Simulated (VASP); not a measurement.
Here is a VASP 6.6.1 calculation.

Contents of INCAR:

```
ALGO = Normal
EDIFF = 1E-6
ENCUT = 520
GGA = PE
ISIF = 2
ISMEAR = 0
LASPH = True
LCHARG = True
LELF = True
LREAL = False
LVHAR = True
LWAVE = False
NBANDS = 36
NELM = 80
PREC = Accurate
SIGMA = 0.05
```

KPOINTS

```
k-points
0
Gamma
  10 10 2
```

The input POSCAR:

```
BN
1.0
    1.8123485118     -1.8123485118      0.0000000000
    1.8123485118      0.0000000000     -1.8123485118
    8.1154194512      8.1154194512      8.1154194512
B N
6 6
Direct
    1.0000000000      0.0000000000      0.3535627679
    0.3333333333      0.3333333333      0.2046816967
    0.6666666667      0.6666666667      0.5024438391
    1.0000000000      1.0000000000      0.8002059816
    0.3333333333      0.3333333333      0.6513249103
    0.6666666667      0.6666666667      0.0558006255
    0.6666666667      0.6666666667      0.3907830357
    0.0000000000      0.0000000000      0.2419019645
    0.3333333333      0.3333333333      0.5396641069
    0.6666666667      0.6666666667      0.8374262494
    0.0000000000      0.0000000000      0.6885451781
    0.3333333333      0.3333333333      0.0930208933
```

Potentials or basis: VASP PAW PBE potentials, release 64 (B, N).

Run with:

```bash
$ cat potpaw_PBE.64/B/POTCAR potpaw_PBE.64/N/POTCAR > POTCAR
$ mpirun -np 1 vasp_std > vasp.out
```

(1) What does it give for the largest force?

(2) Predict the band gap on the k mesh.

(3) What does it give for the pressure?

## Answers

(1) 3.758 eV/Å.

(2) 0.15 eV (least direct gap 0.53 eV).

(3) -4.9 GPa.

Caveat: the cell differs from its parent crystal (the distance across one plane changed); the cell stands under tension; semilocal functionals underestimate gaps, and a narrow one can read as zero; forces of over 1 eV/Å act on the atoms, so gaps and moduli don't describe the material at rest.
